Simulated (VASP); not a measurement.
# In3Se: single point with PBE

In3Se:

```xyz
4
Lattice="4.8038 0.0000 0.0000 0.0000 4.8038 0.0000 0.0000 0.0000 4.8038" Properties=species:S:1:pos:R:3 pbc="T T T"
In    0.0000    2.4019    2.4019
In    2.4019    0.0000    2.4019
In    2.4019    2.4019    0.0000
Se    0.0000    0.0000    0.0000
```

- Program: VASP 6.6.1
- Task: single point
- Functional: PBE
- Potentials or basis: VASP PAW PBE potentials, release 64 (In_d, Se)
- Cutoff: 520 eV
- k mesh: 5 × 5 × 5
- Occupations: gaussian, width 0.01 eV
- Spin: no spin polarisation
- Dipole correction: no
- Further INCAR settings: ALGO = Normal; EDIFF = 1e-06; NBANDS = 30

| Quantity | Value |
| --- | --- |
| Pressure | 0.2 GPa |

Levels at points of the mesh, in eV from the Fermi level:
| k point | band 20 | band 21 | band 22 | band 23 | band 24 | band 25 |
| --- | --- | --- | --- | --- | --- | --- |
| (0.00, 0.00, 0.00) | -3.22 | -2.22 | -2.22 | 1.15 | 1.15 | 1.15 |

Run time: 20 s on 1 thread of AMD EPYC 9R45 96-Core Processor (Zen 5), with other jobs on the host, peak memory 0.17 GiB.

Caveat: spin-orbit coupling is left out, which moves the levels of the heavy elements.
